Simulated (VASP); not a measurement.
# Ir2Ru3 (P6_3/mmc) in VASP: notebook

The runs below take Ir2Ru3 through single point, relaxation of cell and atoms, with PBE.

All numbers are computed with VASP 6.6.1; they aren't measurements. Logs are shortened: lines on timing, memory, paths and dates and some standing lists are left out, and cuts for length are marked.

## (1) The cell of the first run

Symmetry: P6_3/mmc, No. 194, hexagonal system. Conventional cell: a = 2.710 Å, b = 2.710 Å, c = 21.551 Å, α = 90.00°, β = 90.00°, γ = 120.00°. Within 3.5 Å of Ru (site symmetry 3m) lie 3 Ir at 2.66 Å and 9 Ru at 2.66 to 2.71 Å. Within 3.5 Å of Ru (site symmetry -6m2) lie 6 Ir at 2.66 Å and 6 Ru at 2.71 Å. Within 3.5 Å of Ir (site symmetry 3m) lie 6 Ru at 2.66 Å and 6 Ir at 2.71 Å.

## (2) Single point, PBE

INCAR

```
SYSTEM = Ir2Ru3
PREC = Accurate ; ENCUT = 520
EDIFF = 1E-7 ; ISMEAR = 0
SIGMA = 0.1 ; LREAL = .FALSE.
LASPH = .TRUE. ; NELM = 80
ALGO = Normal ; ISIF = 2
LWAVE = .FALSE. ; LCHARG = .FALSE.
GGA = PE ; NBANDS = 71
```

KPOINTS

```
regular mesh
0
G
  6 6 1
  0 0 0
```

POSCAR

```
Ir2Ru3
1.0
    2.7101869500      0.0000000000      0.0000000000
   -1.3550934800      2.3470907500      0.0000000000
    0.0000000000      0.0000000000     21.5510504800
Ru Ir
6 4
Direct
    0.3333333300      0.6666666700      0.9500000000
    0.3333333300      0.6666666700      0.5500000000
    0.3333333300      0.6666666700      0.7500000000
    0.6666666700      0.3333333300      0.0500000000
    0.6666666700      0.3333333300      0.2500000000
    0.6666666700      0.3333333300      0.4500000000
    0.3333333300      0.6666666700      0.1500000000
    0.3333333300      0.6666666700      0.3500000000
    0.6666666700      0.3333333300      0.6500000000
    0.6666666700      0.3333333300      0.8500000000
```

Potentials or basis: VASP PAW PBE potentials, release 64 (Ru_pv, Ir).

Launch:

```
> cat potpaw_PBE.64/Ru_pv/POTCAR potpaw_PBE.64/Ir/POTCAR > POTCAR
> mpirun -np 1 vasp_std > vasp.out
```

OUTCAR:

```text
SYSTEM = Ir2Ru3
   PREC = Accurate
   ENCUT = 520
   EDIFF = 1E-7
   ISMEAR = 0
   LREAL = .FALSE.
   LASPH = .TRUE.
   NELM = 80
   ISIF = 2
   GGA = PE

 ion  position               nearest neighbor table
   1  0.333  0.667  0.950-   4 2.66  10 2.66   4 2.66  10 2.66   4 2.66  10 2.66
   2  0.333  0.667  0.550-   6 2.66   9 2.66   6 2.66   9 2.66   6 2.66   9 2.66
   3  0.333  0.667  0.750-   9 2.66  10 2.66   9 2.66  10 2.66   9 2.66  10 2.66
   4  0.667  0.333  0.050-   1 2.66   7 2.66   1 2.66   7 2.66   1 2.66   7 2.66
   5  0.667  0.333  0.250-   7 2.66   8 2.66   7 2.66   8 2.66   7 2.66   8 2.66
   6  0.667  0.333  0.450-   2 2.66   8 2.66   2 2.66   8 2.66   2 2.66   8 2.66
   7  0.333  0.667  0.150-   4 2.66   5 2.66   4 2.66   5 2.66   4 2.66   5 2.66
   8  0.333  0.667  0.350-   5 2.66   6 2.66   5 2.66   6 2.66   5 2.66   6 2.66
   9  0.667  0.333  0.650-   2 2.66   3 2.66   2 2.66   3 2.66   2 2.66   3 2.66
  10  0.667  0.333  0.850-   1 2.66   3 2.66   1 2.66   3 2.66   1 2.66   3 2.66

  LATTYP: Found a hexagonal cell.
 ALAT       =     2.7101869500
 C/A-ratio  =     7.9518685897

  Lattice vectors:

 A1 = (   2.7101869500,   0.0000000000,   0.0000000000)
 A2 = (  -1.3550934800,   2.3470907500,   0.0000000000)
 A3 = (   0.0000000000,   0.0000000000,  21.5510504800)

Analysis of symmetry for initial positions (statically):
=====================================================================
 Subroutine PRICEL returns:
 Original cell was already a primitive cell.

 Routine SETGRP: Setting up the symmetry group for a
 hexagonal supercell.

 Subroutine GETGRP returns: Found 24 space group operations
 (whereof 12 operations were pure point group operations)
 out of a pool of 24 trial point group operations.

The static configuration has the point symmetry D_3d.
 The point group associated with its full space group is D_6h.

Analysis of symmetry for dynamics (positions and initial velocities):
=====================================================================
 Subroutine PRICEL returns:
 Original cell was already a primitive cell.

 Routine SETGRP: Setting up the symmetry group for a
 hexagonal supercell.

 Subroutine GETGRP returns: Found 24 space group operations
 (whereof 12 operations were pure point group operations)
 out of a pool of 24 trial point group operations.

The dynamic configuration has the point symmetry D_3d.
 The point group associated with its full space group is D_6h.

 Subroutine INISYM returns: Found 24 space group operations
[... 103 lines left out ...]
   POTIM  = 0.5000    time-step for ionic-motion
   TEBEG  =    0.0;   TEEND  =   0.0 temperature during run
   PSTRESS=    0.0 pullay stress
   NELECT =     120.0000    total number of electrons
   NUPDOWN=      -1.0000    fix difference up-down
   EMIN   =  10.00;   EMAX   =-10.00  energy-range for DOS
   EFERMI =   0.00;   METHOD = LEGACY
   ISMEAR =     0;   SIGMA  =   0.10  broadening in eV -4-tet -1-fermi 0-gaus
   EFERMI_NEDOS =   21; number of points for ismear=-14 and -15
   IALGO  =     38    algorithm
   IMIX   =      4    mixing-type and parameters
     AMIX     =   0.40;   BMIX     =  1.00
     AMIX_MAG =   1.60;   BMIX_MAG =  1.00
  volume/ion in A,a.u.               =      13.71        92.51
  Fermi-wavevector in a.u.,A,eV,Ry     =   1.566040  2.959386 33.368014  2.452480
  Thomas-Fermi vector in A             =   2.668427
   LORBIT       =      0    0 simple, 1 ext, 2 COOP (PROOUT), +10 PAW based schemes
   GGA     = PE    functional components
   LHFCALC =     F    Hartree Fock is set to
   AEXX    =    0.0000 exact exchange contribution
   IVDW    =     0    specifies the selected vdW correction
   LEPSILON=     F    determine dielectric tensor
   LRPA    =     F    only Hartree local field effects (RPA)
 non-spin polarized calculation
 Gauss-broadening in eV      SIGMA  =   0.10
  energy-cutoff  :      520.00
  volume of cell :      137.09
 maximum number of plane-waves:      3741
   NGX = 11   NGY = 11   NGZ = 81

 number of electron     120.0000046 magnetization

 Free energy of the ion-electron system (eV)
  ---------------------------------------------------
  ext. energy  EPLUGINS =         0.00000000
  ---------------------------------------------------
  free energy    TOTEN  =       -90.51065055 eV

  energy without entropy =      -90.42055184  energy(sigma->0) =      -90.46560119

 E-fermi :  12.0861     XC(G=0): -14.1075

 val. band max:       12.0658612364   @ k =   0.3333   0.1667   0.0000
 cond. band min:      12.0984765268   @ k =   0.3333   0.3333   0.0000
 fundamental gap:      0.0326152904
 Fermi energy:        12.0861202522

 k-point     1 :       0.0000    0.0000    0.0000
  band No.  band energies     occupation
      1     -31.5097      2.00000
      2     -31.5094      2.00000
      3     -31.3028      2.00000
      4     -31.3023      2.00000
      5     -30.9645      2.00000
      6     -30.9643      2.00000
[... 507 lines left out ...]
     70      17.3271      0.00000
     71      18.3474      0.00000

------------------------ aborting loop because EDIFF is reached ----------------------------------------

  FORCE on cell =-STRESS in cart. coord.  units (eV):
  Direction    XX          YY          ZZ          XY          YZ          ZX
  --------------------------------------------------------------------------------------
  -------------------------------------------------------------------------------------
  Total       11.8193828     11.8193828      2.9694369     -0.0000000     -0.0000000     -0.0000000
  in kB      138.1362955    138.1362957     34.7046050     -0.0000003     -0.0000000     -0.0000000
  external PRESSURE =     103.6590654 kB  Pullay stress =       0.0000000 kB

 VOLUME and BASIS-vectors are now :
 -----------------------------------------------------------------------------
  energy-cutoff  :      520.00
  volume of cell :      137.09
      direct lattice vectors                 reciprocal lattice vectors
     2.710186950  0.000000000  0.000000000     0.368978236  0.213029684  0.000000000
    -1.355093480  2.347090750  0.000000000     0.000000000  0.426059367  0.000000000
     0.000000000  0.000000000 21.551050480     0.000000000  0.000000000  0.046401450

 POSITION                                       TOTAL-FORCE (eV/Angst)
 -----------------------------------------------------------------------------------
     -0.00000      1.56473     20.47350        -0.000000      0.000000      0.871250
     -0.00000      1.56473     11.85308        -0.000000      0.000000     -0.871250
     -0.00000      1.56473     16.16329        -0.000000      0.000000     -0.000000
      1.35509      0.78236      1.07755         0.000000      0.000000     -0.871250
      1.35509      0.78236      5.38776         0.000000     -0.000000     -0.000000
      1.35509      0.78236      9.69797         0.000000     -0.000000      0.871250
     -0.00000      1.56473      3.23266        -0.000000      0.000000      0.111860
     -0.00000      1.56473      7.54287        -0.000000      0.000000     -0.111860
      1.35509      0.78236     14.00818         0.000000      0.000000      0.111860
      1.35509      0.78236     18.31839        -0.000000      0.000000     -0.111860
 -----------------------------------------------------------------------------------
    total drift:                               -0.000034      0.000019     -0.000010

  FREE ENERGIE OF THE ION-ELECTRON SYSTEM (eV)
  ---------------------------------------------------
  free  energy   TOTEN  =       -90.5106505481 eV

  energy  without entropy=      -90.4205518415  energy(sigma->0) =      -90.46560119
```

stdout:

```text
POSCAR found type information on POSCAR RuIr
 POSCAR found :  2 types and      10 ions
 scaLAPACK will be used
 LDA part: xc-table for (Slater+PW92), standard interpolation
 POSCAR, INCAR and KPOINTS ok, starting setup
 FFT: planning ... GRIDC
 FFT: planning ... GRID_SOFT
 FFT: planning ... GRID
 WAVECAR not read
 entering main loop
```

Wall time 2.9 min (1 thread of Intel Xeon Platinum 8488C (Sapphire Rapids), shared host); peak memory 0.27 GiB.

What came out:

```yaml
Free_energy: -90.5107 eV
Pressure: 10.4 GPa
Largest_force: 0.871 eV/Å
Band_gap_on_the_k_mesh: zero (bands 60 and 61 overlap by 2.62 eV)
```

Forces in eV/Å, atoms in the order of the input:
```
Ru   0.000  0.000  0.871
Ru   0.000  0.000 -0.871
Ru   0.000  0.000  0.000
Ru   0.000  0.000 -0.871
Ru   0.000  0.000  0.000
Ru   0.000  0.000  0.871
Ir   0.000  0.000  0.112
Ir   0.000  0.000 -0.112
Ir   0.000  0.000  0.112
Ir   0.000  0.000 -0.112
```

Stress tensor (GPa, compression positive):
```
13.81  0.00  0.00
 0.00 13.81  0.00
 0.00  0.00  3.47
```

Levels at points of the mesh, in eV from the Fermi level:
| k point | band 58 | band 59 | band 60 | band 61 | band 62 | band 63 | band 64 | band 65 |
| --- | --- | --- | --- | --- | --- | --- | --- | --- |
| (0.00, 0.00, 0.00) | -1.45 | -1.45 | -1.30 | -1.30 | -1.04 | -0.85 | -0.48 | -0.48 |
| (0.50, 0.00, 0.00) | 1.03 | 1.17 | 1.18 | 1.18 | 1.37 | 1.40 | 1.44 | 1.47 |

Caveat: the k points lie up to 0.45 Å⁻¹ apart, too coarse for converged energies and pressures of a metal; spin-orbit coupling is left out, which moves the levels of the heavy elements.

## (3) Single point, PBE

This run uses another cell than the first one, of 14.11 Å³/atom.

INCAR

```
SYSTEM = Ir2Ru3
ALGO = Normal
EDIFF = 1E-6
ENCUT = 520
GGA = PE
ISIF = 2
ISMEAR = 0
LASPH = .TRUE.
LCHARG = .FALSE.
LREAL = .FALSE.
LWAVE = .FALSE.
NBANDS = 71
NELM = 80
PREC = Accurate
SIGMA = 0.1
```

KPOINTS

```
k-points
0
G
  6 6 1
  0 0 0
```

POSCAR

```
Ir2Ru3
1.0
    2.7573002260      0.0000000029      0.0000000000
   -1.3786501156      2.3878920401      0.0000000000
    0.0000000000      0.0000000000     21.4356407491
Ru Ir
6 4
Direct
    0.3333333333      0.6666666667      0.9520335886
    0.3333333333      0.6666666667      0.5479664114
    0.3333333333      0.6666666667      0.7500000000
    0.6666666667      0.3333333333      0.0479664114
    0.6666666667      0.3333333333      0.2500000000
    0.6666666667      0.3333333333      0.4520335886
    0.3333333333      0.6666666667      0.1498746314
    0.3333333333      0.6666666667      0.3501253686
    0.6666666667      0.3333333333      0.6498746314
    0.6666666667      0.3333333333      0.8501253686
```

Potentials or basis: VASP PAW PBE potentials, release 64 (Ru_pv, Ir).

Launch:

```
> cat potpaw_PBE.64/Ru_pv/POTCAR potpaw_PBE.64/Ir/POTCAR > POTCAR
> mpirun -np 1 vasp_std > vasp.out
```

Run time: 3.1 min. Hardware: 1 thread of Intel Xeon Platinum 8488C (Sapphire Rapids), shared host; peak memory 0.31 GiB.

Results (log left out):

| Item | Value |
| --- | --- |
| Free energy | -90.7905 eV |
| Pressure | 0.2 GPa |
| Largest force | 0.003 eV/Å |
| Band gap on the k mesh | zero (bands 60 and 61 overlap by 2.52 eV) |

Forces on the atoms (eV/Å):
```
Ru   0.000  0.000  0.003
Ru   0.000  0.000 -0.003
Ru   0.000  0.000  0.000
Ru   0.000  0.000 -0.003
Ru   0.000  0.000  0.000
Ru   0.000  0.000  0.003
Ir   0.000  0.000 -0.003
Ir   0.000  0.000  0.003
Ir   0.000  0.000 -0.003
Ir   0.000  0.000  0.003
```

Stress tensor (GPa, compression positive):
```
0.12 0.00 0.00
0.00 0.12 0.00
0.00 0.00 0.24
```

Levels at points of the mesh, in eV from the Fermi level:
| k point | band 58 | band 59 | band 60 | band 61 | band 62 | band 63 | band 64 | band 65 |
| --- | --- | --- | --- | --- | --- | --- | --- | --- |
| (0.00, 0.00, 0.00) | -1.48 | -1.48 | -1.36 | -1.36 | -0.88 | -0.53 | -0.44 | -0.44 |
| (0.50, 0.00, 0.00) | 0.97 | 1.02 | 1.04 | 1.09 | 1.14 | 1.17 | 1.25 | 1.27 |

Caveat: the k points lie up to 0.44 Å⁻¹ apart, too coarse for converged energies and pressures of a metal; spin-orbit coupling is left out, which moves the levels of the heavy elements.

## (4) Relaxation of cell and atoms, PBE

INCAR

```
PREC = Accurate ; ENCUT = 600
EDIFF = 1E-6 ; ISMEAR = 0
SIGMA = 0.1 ; LREAL = False
LASPH = True ; NELM = 60
ALGO = Fast ; ISIF = 3
LWAVE = False ; LCHARG = False
GGA = PE ; IBRION = 2
NSW = 90 ; EDIFFG = -0.04
```

KPOINTS

```
Automatic mesh
0
Gamma
  6 6 1
```

POSCAR

```
Ir2Ru3
1.0
    2.7101869500      0.0000000000      0.0000000000
   -1.3550934800      2.3470907500      0.0000000000
    0.0000000000      0.0000000000     21.5510504800
Ru Ir
6 4
Direct
    0.3333333300      0.6666666700      0.9500000000
    0.3333333300      0.6666666700      0.5500000000
    0.3333333300      0.6666666700      0.7500000000
    0.6666666700      0.3333333300      0.0500000000
    0.6666666700      0.3333333300      0.2500000000
    0.6666666700      0.3333333300      0.4500000000
    0.3333333300      0.6666666700      0.1500000000
    0.3333333300      0.6666666700      0.3500000000
    0.6666666700      0.3333333300      0.6500000000
    0.6666666700      0.3333333300      0.8500000000
```

Launch:

```
> cat potpaw_PBE.64/Ru_pv/POTCAR potpaw_PBE.64/Ir/POTCAR > POTCAR
> mpirun -np 1 vasp_std > vasp.out
```

It took 24 min on 1 thread of Intel Xeon Platinum 8488C (Sapphire Rapids), shared host; peak memory 0.36 GiB.

Results (log left out):

- Free energy: -90.7893 eV
- Relaxed volume: 14.12 Å³/atom
- Relaxed cell: a = 2.758 Å, b = 2.758 Å, c = 21.443 Å, α = 90.00°, β = 90.00°, γ = 120.00°
- Space group after relaxing (to 0.1 Å): P6_3/mmc (No. 194)
- Energy gained by relaxing: 27.7 meV/atom
- Ionic steps: 11
- Pressure after relaxing: 0.0 GPa
- Largest force after relaxing: 0.021 eV/Å
- Band gap on the k mesh: zero (bands 60 and 61 overlap by 2.52 eV)

Forces on the atoms (eV/Å):
```
Ru   0.000  0.000 -0.001
Ru   0.000  0.000  0.001
Ru   0.000  0.000  0.000
Ru   0.000  0.000  0.001
Ru   0.000  0.000  0.000
Ru   0.000  0.000 -0.001
Ir   0.000  0.000 -0.021
Ir   0.000  0.000  0.021
Ir   0.000  0.000 -0.021
Ir   0.000  0.000  0.021
```

Step by step:
```
step  energy change (eV)  largest force (eV/Å)  pressure (GPa)  volume (Å³)
   1              0.0000                0.8703           10.37       137.09
   2              0.9350                0.0887          -24.13       155.38
   3             -0.2118                0.6003           -2.56       142.29
   4             -0.2122                0.6096           -2.13       142.09
   5             -0.2426                0.1311            1.36       140.78
   6             -0.2661                0.2642           -0.14       141.29
   7             -0.2757                0.0777            0.58       140.96
   8             -0.2758                0.0752            0.55       140.99
   9             -0.2748                0.0301           -1.14       141.70
  10             -0.2764                0.0578           -0.12       141.26
  11             -0.2768                0.0212           -0.04       141.22
```

Final structure:
```xyz
10
Lattice="2.7577 0.0000 0.0000 -1.3788 2.3882 0.0000 0.0000 0.0000 21.4432" Properties=species:S:1:pos:R:3 pbc="T T T"
Ru    0.0000    1.5921   20.4146
Ru    0.0000    1.5921   11.7502
Ru    0.0000    1.5921   16.0824
Ru    1.3788    0.7961    1.0286
Ru    1.3788    0.7961    5.3608
Ru    1.3788    0.7961    9.6930
Ir    0.0000    1.5921    3.2151
Ir    0.0000    1.5921    7.5066
Ir    1.3788    0.7961   13.9367
Ir    1.3788    0.7961   18.2282
```

Levels at points of the mesh, in eV from the Fermi level:
| k point | band 58 | band 59 | band 60 | band 61 | band 62 | band 63 | band 64 | band 65 |
| --- | --- | --- | --- | --- | --- | --- | --- | --- |
| (0.00, 0.00, 0.00) | -1.48 | -1.48 | -1.36 | -1.36 | -0.88 | -0.53 | -0.44 | -0.44 |
| (0.50, 0.00, 0.00) | 0.97 | 1.02 | 1.04 | 1.09 | 1.14 | 1.17 | 1.25 | 1.27 |

Caveat: the k points lie up to 0.44 Å⁻¹ apart in the final cell, too coarse for converged energies and pressures of a metal; spin-orbit coupling is left out, which moves the levels of the heavy elements.

## (5) Single point, PBE, collinear spin, ferromagnetic start

This run uses another cell than the first one, of 14.11 Å³/atom.

INCAR

```
SYSTEM = Ir2Ru3
PREC = Accurate
ENCUT = 520
EDIFF = 1E-6
ISMEAR = 0
SIGMA = 0.1
LREAL = .False.
LASPH = .True.
NELM = 150
ALGO = Fast
ISIF = 2
LWAVE = .False.
LCHARG = .False.
ISPIN = 2
MAGMOM = 1 1 1 1 1 1 1 1 1 1
LORBIT = 11
LMAXMIX = 4
GGA = PE
NBANDS = 75
```

KPOINTS

```
regular mesh
0
Gamma
  6 6 1
  0 0 0
```

POSCAR

```
Ir2Ru3
1.0
    2.7573002260      0.0000000000      0.0000000000
   -1.3786501130      2.3878920416      0.0000000000
    0.0000000000      0.0000000000     21.4356407491
Ru Ir
6 4
Direct
    0.3333333333      0.6666666667      0.9520335886
    0.3333333333      0.6666666667      0.5479664114
    0.3333333333      0.6666666667      0.7500000000
    0.6666666667      0.3333333333      0.0479664114
    0.6666666667      0.3333333333      0.2500000000
    0.6666666667      0.3333333333      0.4520335886
    0.3333333333      0.6666666667      0.1498746314
    0.3333333333      0.6666666667      0.3501253686
    0.6666666667      0.3333333333      0.6498746314
    0.6666666667      0.3333333333      0.8501253686
```

Launch:

```
> cat potpaw_PBE.64/Ru_pv/POTCAR potpaw_PBE.64/Ir/POTCAR > POTCAR
> mpirun -np 1 vasp_std > vasp.out
```

Wall time 6.1 min (1 thread of Intel Xeon Platinum 8488C (Sapphire Rapids), shared host); peak memory 0.42 GiB.

Results (log left out):

* Free energy: -90.7807 eV
* Pressure: 0.2 GPa
* Largest force: 0.012 eV/Å
* Net moment: 0.05 μB per cell
* Valence electrons inside the program's atomic spheres: Ru 12.63, 12.60 (each value once); Ir 8.35

Forces on the atoms (eV/Å):
```
Ru   0.000  0.000 -0.005
Ru   0.000  0.000  0.005
Ru   0.000  0.000  0.000
Ru   0.000  0.000  0.005
Ru   0.000  0.000  0.000
Ru   0.000  0.000 -0.005
Ir   0.000  0.000 -0.012
Ir   0.000  0.000  0.012
Ir   0.000  0.000 -0.012
Ir   0.000  0.000  0.012
```

Stress tensor (GPa, compression positive):
```
0.11 0.00 0.00
0.00 0.11 0.00
0.00 0.00 0.32
```

Levels at points of the mesh, in eV from the Fermi level:
Spin up:
| k point | band 59 | band 60 | band 61 | band 62 | band 63 | band 64 |
| --- | --- | --- | --- | --- | --- | --- |
| (0.00, 0.00, 0.00) | -1.49 | -1.37 | -1.37 | -0.88 | -0.53 | -0.44 |
| (0.50, 0.00, 0.00) | 1.02 | 1.04 | 1.08 | 1.13 | 1.17 | 1.25 |
Spin down:
```tsv
k point	band 57	band 58	band 59	band 60	band 61	band 62	band 63	band 64	band 65	band 66
(0.00, 0.00, 0.00)	-2.06	-1.48	-1.48	-1.36	-1.36	-0.88	-0.53	-0.44	-0.44	-0.35
(0.50, 0.00, 0.00)	0.83	0.97	1.02	1.04	1.09	1.14	1.17	1.25	1.27	1.36
```

Caveat: the k points lie up to 0.44 Å⁻¹ apart; spin-orbit coupling is left out, which moves the levels of the heavy elements.

## (6) Overview

```csv
task,spin,cell,cutoff (eV),gap on the mesh (eV),pressure (GPa),largest force (eV/Å)
single point,off,"a = 2.710, b = 2.710, c = 21.551 Å, angles 90.0, 90.0, 120.0°, 10 atoms, atomic positions A",520,none,10.4,0.87
single point,off,"a = 2.757, b = 2.757, c = 21.436 Å, angles 90.0, 90.0, 120.0°, 10 atoms, atomic positions B",520,none,0.2,-
relaxation of cell and atoms,off,"relaxed from a = 2.710, b = 2.710, c = 21.551 Å, angles 90.0, 90.0, 120.0°, 10 atoms, atomic positions A",600,none,0.0,0.02
single point,"collinear, ferromagnetic start","a = 2.757, b = 2.757, c = 21.436 Å, angles 90.0, 90.0, 120.0°, 10 atoms, atomic positions B",520,none,0.2,0.01
```

Alike in all rows: level PBE; potentials or basis VASP PAW PBE potentials, release 64 (Ru_pv, Ir); k mesh 6 × 6 × 1; smearing gaussian 0.1 eV.

Caveats: all runs use coarse meshes; spin-orbit coupling is left out, which moves the levels of the heavy elements.

Absolute energies hang on the potentials; compare differences alone.

The gap in the log of VASP goes by the Fermi energy; the results here count the filled bands.